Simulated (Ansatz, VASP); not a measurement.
## Two plane-wave programs on Co

```
CELL_PARAMETERS angstrom
4.46693 0.00000 0.00000
0.00000 4.46693 0.00000
0.00000 0.00000 4.46693
ATOMIC_POSITIONS crystal
Co 0.00000 0.00000 0.00000
Co 0.50000 0.50000 0.50000
Co 0.25000 0.00000 0.50000
Co 0.75000 0.00000 0.50000
Co 0.50000 0.25000 0.00000
Co 0.50000 0.75000 0.00000
Co 0.00000 0.50000 0.25000
Co 0.00000 0.50000 0.75000
```

Alike in both runs: functional PBE; k mesh 6 × 6 × 6; occupations fermi-dirac, width 0.05 eV; collinear spin.

Ansatz relaxed the structure, and its values are those at the end. VASP's run is a single point on that final structure, the one shown.

```csv
,VASP,Ansatz
version,VASP 6.6.1,Ansatz 0.2.0
potentials or method,"VASP PAW PBE potentials, release 64 (Co), cutoff 520 eV","plane waves (420 eV) with PAW, scalar-relativistic"
valence electrons in the cell,72,136
```

Ansatz gave:

* pressure (GPa): 0.0
* net moment per atom (μB): 1.71
* size of the moment on the site where the two differ most (μB): 1.73

Which values does VASP return?

Pressure (GPa): -0.9; net moment per atom (μB): 1.70; size of the moment on the site where the two differ most (μB): 1.66.

Site moments also hang on the region over which each program counts them. The functional is the same, so the differences come from potentials, cutoffs and numerics. VASP's potentials hold 72 valence electrons a cell and Ansatz's 136, so a difference there can come from the potentials and not from the codes.
